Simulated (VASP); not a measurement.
# Zr2B (P6/mmm) in VASP: relaxation of cell and atoms with PBE

Aim: the relaxation of cell and atoms of Zr2B with PBE.

Program: VASP 6.6.1. These are calculated values, not measurements. Logs are shortened: lines on timing, memory, paths and dates and some standing lists are left out, and cuts for length are marked.

## (1) The cell of the first run

It takes space group P6/mmm (No. 191, hexagonal). Conventional cell: a = 4.519 Å, b = 4.519 Å, c = 5.785 Å, α = 90.00°, β = 90.00°, γ = 120.00°. Within 3.4 Å of Zr (site symmetry -6m2) lie 9 Zr at 2.61 to 3.10 Å and 2 B at 2.89 Å. Zr (site symmetry 6mm) has 7 Zr at 2.44 to 3.10 Å and 6 B at 2.88 Å within 3.2 Å. Within 3.4 Å of B (site symmetry -6m2) lie 3 B at 2.61 Å and 8 Zr at 2.88 to 2.89 Å.

The cell was generated, and may not be a known phase.

## (2) Relaxation of cell and atoms, PBE

INCAR

```
SYSTEM = Zr2B
ALGO     = Fast           ! electronic algorithm
EDIFF    = 1E-6           ! SCF threshold, eV
EDIFFG   = -0.01          ! ionic threshold
ENCUT    = 600            ! plane-wave cutoff, eV
GGA      = PE             ! functional
IBRION   = 2              ! ionic algorithm
ISIF     = 3              ! what is computed and relaxed
ISMEAR   = 0              ! smearing method
LASPH    = .True.         ! aspherical terms in the spheres
LCHARG   = .False.        ! write CHGCAR
LREAL    = .False.        ! projectors in reciprocal space
LWAVE    = .False.        ! write WAVECAR
NELM     = 100            ! most SCF steps
NSW      = 100            ! ionic steps
PREC     = Accurate       ! precision mode
SIGMA    = 0.1            ! smearing width, eV
```

KPOINTS

```
k-points
0
Gamma
  12 12 8
  0 0 0
```

POSCAR

```
Zr2B
1.0
    4.5191539499      0.0000000000      0.0000000000
   -2.2595769749      3.9137021242      0.0000000000
    0.0000000000      0.0000000000      5.7849864049
Zr B
4 2
Direct
    0.3333333333      0.6666666667      0.5000000000
    0.6666666667      0.3333333333      0.5000000000
    0.0000000000      0.0000000000      0.2107353159
    0.0000000000      0.0000000000      0.7892646841
    0.3333333333      0.6666666667      0.0000000000
    0.6666666667      0.3333333333      0.0000000000
```

Potentials or basis: VASP PAW PBE potentials, release 64 (Zr_sv, B).

Started as:

```console
$ cat potpaw_PBE.64/Zr_sv/POTCAR potpaw_PBE.64/B/POTCAR > POTCAR
$ mpirun -np 1 vasp_std > vasp.out
```

OUTCAR:

```text
SYSTEM = Zr2B
   EDIFF = 1E-6
   EDIFFG = -0.01
   ENCUT = 600
   GGA = PE
   IBRION = 2
   ISIF = 3
   ISMEAR = 0
   LASPH = .True.
   LREAL = .False.
   NELM = 100
   NSW = 100
   PREC = Accurate

 ion  position               nearest neighbor table
   1  0.333  0.667  0.500-   2 2.61   2 2.61   2 2.61   5 2.89   5 2.89   4 3.10   3 3.10   4 3.10
                             3 3.10   4 3.10   3 3.10
   2  0.667  0.333  0.500-   1 2.61   1 2.61   1 2.61   6 2.89   6 2.89   4 3.10   3 3.10   3 3.10
                             4 3.10   3 3.10   4 3.10
   3  0.000  0.000  0.211-   4 2.44   5 2.88   6 2.88   5 2.88   6 2.88   6 2.88   5 2.88   2 3.10
                             1 3.10   1 3.10   2 3.10   1 3.10   2 3.10   4 3.35
   4  0.000  0.000  0.789-   3 2.44   5 2.88   6 2.88   5 2.88   6 2.88   6 2.88   5 2.88   2 3.10
                             1 3.10   1 3.10   2 3.10   1 3.10   2 3.10   3 3.35
   5  0.333  0.667  0.000-   3 2.88   4 2.88   3 2.88   4 2.88   3 2.88   4 2.88   1 2.89   1 2.89

   6  0.667  0.333  0.000-   3 2.88   4 2.88   3 2.88   4 2.88   3 2.88   4 2.88   2 2.89   2 2.89

  LATTYP: Found a hexagonal cell.
 ALAT       =     4.5191539499
 C/A-ratio  =     1.2801038577

  Lattice vectors:

 A1 = (   4.5191539499,   0.0000000000,   0.0000000000)
 A2 = (  -2.2595769749,   3.9137021242,   0.0000000000)
 A3 = (   0.0000000000,   0.0000000000,   5.7849864049)

Analysis of symmetry for initial positions (statically):
=====================================================================
 Subroutine PRICEL returns:
 Original cell was already a primitive cell.

 Routine SETGRP: Setting up the symmetry group for a
 hexagonal supercell.

 Subroutine GETGRP returns: Found 24 space group operations
 (whereof 24 operations were pure point group operations)
 out of a pool of 24 trial point group operations.

The static configuration has the point symmetry D_6h.

Analysis of symmetry for dynamics (positions and initial velocities):
=====================================================================
 Subroutine PRICEL returns:
 Original cell was already a primitive cell.

 Routine SETGRP: Setting up the symmetry group for a
 hexagonal supercell.

 Subroutine GETGRP returns: Found 24 space group operations
 (whereof 24 operations were pure point group operations)
 out of a pool of 24 trial point group operations.

The dynamic configuration has the point symmetry D_6h.

 Subroutine INISYM returns: Found 24 space group operations
 (whereof 24 operations are pure point group operations),
 and found     1 'primitive' translations

----------------------------------------------------------------------------------------

                                     Primitive cell

  volume of cell :     102.3169

  direct lattice vectors                    reciprocal lattice vectors
     4.519153950  0.000000000  0.000000000     0.221280357  0.127756274  0.000000000
    -2.259576975  3.913702124  0.000000000     0.000000000  0.255512548  0.000000000
     0.000000000  0.000000000  5.784986405     0.000000000  0.000000000  0.172861253

  length of vectors
     4.519153950  4.519153950  5.784986405     0.255512548  0.255512548  0.172861253

  position of ions in fractional coordinates (direct lattice)
     0.333333333  0.666666667  0.500000000
     0.666666667  0.333333333  0.500000000
     0.000000000  0.000000000  0.210735316
     0.000000000  0.000000000  0.789264684
     0.333333333  0.666666667  0.000000000
     0.666666667  0.333333333  0.000000000

  ion indices of the primitive-cell ions
   primitive index   ion index
                 1           1
                 2           2
                 3           3
                 4           4
                 5           5
                 6           6

----------------------------------------------------------------------------------------

 KPOINTS: k-points

Automatic generation of k-mesh.
 Grid dimensions read from file:
 generate k-points for:   12   12    8

 Generating k-lattice:

  Cartesian coordinates                     Fractional coordinates (reciprocal lattice)
     0.018440030  0.010646356  0.000000000     0.083333333 -0.000000000  0.000000000
     0.000000000  0.021292712  0.000000000     0.000000000  0.083333333  0.000000000
     0.000000000  0.000000000  0.021607657     0.000000000  0.000000000  0.125000000

  Length of vectors
     0.021292712  0.021292712  0.021607657

  Shift w.r.t. Gamma in fractional coordinates (k-lattice)
     0.000000000  0.000000000  0.000000000

 Subroutine IBZKPT returns following result:
 ===========================================

 Found     95 irreducible k-points:

 Following reciprocal coordinates:
            Coordinates               Weight
  0.000000  0.000000  0.000000      1.000000
  0.083333  0.000000  0.000000      6.000000
  0.166667  0.000000  0.000000      6.000000
  0.250000  0.000000  0.000000      6.000000
  0.333333  0.000000  0.000000      6.000000
  0.416667  0.000000  0.000000      6.000000
[... 16 lines left out ...]
  0.250000  0.000000  0.125000     12.000000
  0.333333  0.000000  0.125000     12.000000
 [... further k-points ...]
   k-points           NKPTS =     95   k-points in BZ     NKDIM =     95   number of bands    NBANDS=     32
   number of dos      NEDOS =    301   number of ions     NIONS =      6
   total plane-waves  NPLWV =  62208
   dimension x,y,z NGX =    36 NGY =   36 NGZ =   48
   dimension x,y,z NGXF=    72 NGYF=   72 NGZF=   96
   ions per type =               4   2
   NGX,Y,Z   is equivalent  to a cutoff of  13.24, 13.24, 13.79 a.u.
   NGXF,Y,Z  is equivalent  to a cutoff of  26.49, 26.49, 27.59 a.u.
 SYSTEM =  Zr2B
   PREC   = accura    normal or accurate (medium, high low for compatibility)
   ISTART =      0    job   : 0-new  1-cont  2-samecut
   ICHARG =      2    charge: 1-file 2-atom 10-const
   ISPIN  =      1    spin polarized calculation?
   LNONCOLLINEAR =      F non collinear calculations
   LSORBIT =      F    spin-orbit coupling
   LASPH  =      T    aspherical Exc in radial PAW
   ENCUT  =  600.0 eV  44.10 Ry    6.64 a.u.   9.03  9.03 11.55*2*pi/ulx,y,z
   NELM   =    100;   NELMIN=  2; NELMDL= -5     # of ELM steps
   EDIFF  = 0.1E-05   stopping-criterion for ELM
   LREAL  =      F    real-space projection
   EDIFFG = -.1E-01   stopping-criterion for IOM
   NSW    =    100    number of steps for IOM
   IBRION =      2    ionic relax: 0-MD 1-quasi-New 2-CG
   NFREE  =      1    steps in history (QN), initial steepest desc. (CG)
   ISIF   =      3    stress and relaxation
   ISYM   =      2    0-nonsym 1-usesym 2-fastsym
   POTIM  = 0.5000    time-step for ionic-motion
   TEBEG  =    0.0;   TEEND  =   0.0 temperature during run
   PSTRESS=    0.0 pullay stress
   NELECT =      54.0000    total number of electrons
   NUPDOWN=      -1.0000    fix difference up-down
   EMIN   =  10.00;   EMAX   =-10.00  energy-range for DOS
   EFERMI =   0.00;   METHOD = LEGACY
   ISMEAR =     0;   SIGMA  =   0.10  broadening in eV -4-tet -1-fermi 0-gaus
   EFERMI_NEDOS =   21; number of points for ismear=-14 and -15
   IALGO  =     68    algorithm
   IMIX   =      4    mixing-type and parameters
     AMIX     =   0.40;   BMIX     =  1.00
     AMIX_MAG =   1.60;   BMIX_MAG =  1.00
  volume/ion in A,a.u.               =      17.05       115.08
  Fermi-wavevector in a.u.,A,eV,Ry     =   1.322991  2.500091 23.814360  1.750306
  Thomas-Fermi vector in A             =   2.452632
   LORBIT       =      0    0 simple, 1 ext, 2 COOP (PROOUT), +10 PAW based schemes
   GGA     = PE    functional components
   LHFCALC =     F    Hartree Fock is set to
   AEXX    =    0.0000 exact exchange contribution
   IVDW    =     0    specifies the selected vdW correction
   LEPSILON=     F    determine dielectric tensor
   LRPA    =     F    only Hartree local field effects (RPA)
 conjugate gradient relaxation of ions
 non-spin polarized calculation
 RMM-DIIS sequential band-by-band and
 Gauss-broadening in eV      SIGMA  =   0.10
  energy-cutoff  :      600.00
  volume of cell :      102.32
 maximum number of plane-waves:      3439
   NGX = 19   NGY = 19   NGZ = 23

--------------------------------------- Ionic step        1  -------------------------------------------

 number of electron      54.0000000 magnetization

 Free energy of the ion-electron system (eV)
  ---------------------------------------------------
  ext. energy  EPLUGINS =         0.00000000
  ---------------------------------------------------
  free energy    TOTEN  =       -42.30934293 eV

  energy without entropy =      -42.27966557  energy(sigma->0) =      -42.29450425

------------------------ aborting loop because EDIFF is reached ----------------------------------------

  FORCE on cell =-STRESS in cart. coord.  units (eV):
  Direction    XX          YY          ZZ          XY          YZ          ZX
  --------------------------------------------------------------------------------------
  -------------------------------------------------------------------------------------
  Total        0.1412070      0.1412070     -0.0491450      0.0000000      0.0000000     -0.0000000
  in kB        2.2111574      2.2111574     -0.7695603      0.0000000      0.0000000     -0.0000000
  external PRESSURE =       1.2175848 kB  Pullay stress =       0.0000000 kB
[... 225 lines left out ...]
  energy  without entropy=      -42.2801854066  energy(sigma->0) =      -42.29536260

--------------------------------------- Ionic step        7  -------------------------------------------

 number of electron      54.0000000 magnetization

 Free energy of the ion-electron system (eV)
  ---------------------------------------------------
  ext. energy  EPLUGINS =         0.00000000
  ---------------------------------------------------
  free energy    TOTEN  =       -42.31059229 eV

  energy without entropy =      -42.28016865  energy(sigma->0) =      -42.29538047

 E-fermi :   8.9639     XC(G=0): -11.4496

 val. band max:        8.9598447238   @ k =   0.2500   0.0000   0.1250
 cond. band min:       8.9687012445   @ k =   0.0833   0.0000   0.1250
 fundamental gap:      0.0088565208
 Fermi energy:         8.9639093811

 k-point     1 :       0.0000    0.0000    0.0000
  band No.  band energies     occupation
      1     -39.9358      2.00000
      2     -39.5056      2.00000
      3     -39.4131      2.00000
      4     -38.7999      2.00000
      5     -19.0613      2.00000
      6     -18.2453      2.00000
[... 829 lines left out ...]
     31      10.4208      0.00000
     32      10.6010      0.00000

 [... further k-points ...]

------------------------ aborting loop because EDIFF is reached ----------------------------------------

  FORCE on cell =-STRESS in cart. coord.  units (eV):
  Direction    XX          YY          ZZ          XY          YZ          ZX
  --------------------------------------------------------------------------------------
  -------------------------------------------------------------------------------------
  Total        0.0245065      0.0245065      0.0105596      0.0000000      0.0000000     -0.0000000
  in kB        0.3830683      0.3830683      0.1650602      0.0000000      0.0000000     -0.0000000
  external PRESSURE =       0.3103989 kB  Pullay stress =       0.0000000 kB
[... 21 lines left out ...]
  FREE ENERGIE OF THE ION-ELECTRON SYSTEM (eV)
  ---------------------------------------------------
  free  energy   TOTEN  =       -42.3105922913 eV

  energy  without entropy=      -42.2801686512  energy(sigma->0) =      -42.29538047

 reached required accuracy - stopping structural energy minimisation
```

Wall time 29 min (1 thread of Intel Xeon 8259CL, shared host); peak memory 0.48 GiB.

Results:

| Property | Result |
| --- | --- |
| Free energy | -42.3106 eV |
| Relaxed volume | 17.08 Å³/atom |
| Relaxed cell | a = 4.529 Å, b = 4.529 Å, c = 5.769 Å, α = 90.00°, β = 90.00°, γ = 120.00° |
| Space group after relaxing (to 0.1 Å) | P6/mmm (No. 191) |
| Energy gained by relaxing | 0.2 meV/atom |
| Ionic steps | 7 |
| Pressure after relaxing | 0.0 GPa |
| Largest force after relaxing | 0.007 eV/Å |
| Band gap on the k mesh | zero (bands 27 and 28 overlap by 0.62 eV) |

Forces in eV/Å, atoms in the order of the input:
```
Zr   0.000  0.000  0.000
Zr   0.000  0.000  0.000
Zr   0.000  0.000 -0.007
Zr   0.000  0.000  0.007
B    0.000  0.000  0.000
B    0.000  0.000  0.000
```

Step by step:
```tsv
step	energy change (eV)	largest force (eV/Å)	pressure (GPa)	volume (Å³)
1	0.0000	0.1062	0.12	102.32
2	-0.0010	0.0383	-0.02	102.51
3	-0.0011	0.0071	-0.11	102.65
4	-0.0011	0.0006	-0.11	102.63
5	-0.0012	0.0162	0.08	102.46
6	-0.0012	0.0141	0.06	102.49
7	-0.0012	0.0065	0.03	102.50
```

Final structure:
```yaml
crystal:
  lattice:
    - [4.52940, 0.00000, 0.00000]
    - [-2.26470, 3.92258, 0.00000]
    - [0.00000, 0.00000, 5.76903]
  atoms:
    - { symbol: Zr, position: [0.33333, 0.66667, 0.50000] }
    - { symbol: Zr, position: [0.66667, 0.33333, 0.50000] }
    - { symbol: Zr, position: [0.00000, 0.00000, 0.21225] }
    - { symbol: Zr, position: [0.00000, 0.00000, 0.78775] }
    - { symbol: B, position: [0.33333, 0.66667, 0.00000] }
    - { symbol: B, position: [0.66667, 0.33333, 0.00000] }
```

Levels at points of the mesh, in eV from the Fermi level:
```csv
k point,band 25,band 26,band 27,band 28,band 29,band 30
"(0.00, 0.00, 0.00)",-1.72,-1.72,-0.28,0.73,0.73,1.92
"(0.50, 0.00, 0.00)",-1.01,-0.80,-0.34,0.19,0.45,1.24
"(0.00, 0.00, 0.50)",-1.06,-1.06,0.43,0.66,0.72,0.72
"(0.50, 0.00, 0.50)",-1.26,-1.09,-0.07,0.15,0.41,0.73
```
